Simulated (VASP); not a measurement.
A run of VASP 6.6.1:

Contents of INCAR:

```
SYSTEM = ZnS
PREC     = Accurate       ! precision mode
ENCUT    = 600            ! plane-wave cutoff, eV
EDIFF    = 1E-6           ! SCF threshold, eV
ISMEAR   = 0              ! smearing method
SIGMA    = 0.01           ! smearing width, eV
LREAL    = .FALSE.        ! projectors in reciprocal space
LASPH    = .TRUE.         ! aspherical terms in the spheres
NELM     = 60             ! most SCF steps
ALGO     = Normal         ! electronic algorithm
ISIF     = 3              ! what is computed and relaxed
LWAVE    = .FALSE.        ! write WAVECAR
LCHARG   = .FALSE.        ! write CHGCAR
GGA      = CA             ! functional
IBRION   = 2              ! ionic algorithm
NSW      = 80             ! ionic steps
EDIFFG   = -0.001         ! ionic threshold
```

File KPOINTS:

```
regular mesh
0
G
  10 10 10
  0 0 0
```

POSCAR

```
ZnS
1.0
    0.0000000000      2.6483447028      2.6483447028
    2.6483447028      0.0000000000      2.6483447028
    2.6483447028      2.6483447028      0.0000000000
Zn S
1 1
Direct
    0.0000000000      0.0000000000      0.0000000000
    0.7500000000      0.7500000000      0.7500000000
```

Potentials or basis: VASP PAW LDA potentials, release 64 (Zn, S).

The run is started by

```bash
$ cat potpaw_LDA.64/Zn/POTCAR potpaw_LDA.64/S/POTCAR > POTCAR
$ mpirun -np 1 vasp_std > vasp.out
```

Hardware: 1 thread of Intel(R) Xeon(R) 6975P-C (Granite Rapids), with other jobs on the host.

Task: Estimate the wall time of this run.

Result: Wall time 39 s on 1 thread of Intel(R) Xeon(R) 6975P-C (Granite Rapids) (shared host), peak memory 0.16 GiB. Counts: scf iterations 32, k points 47, ion steps 6.
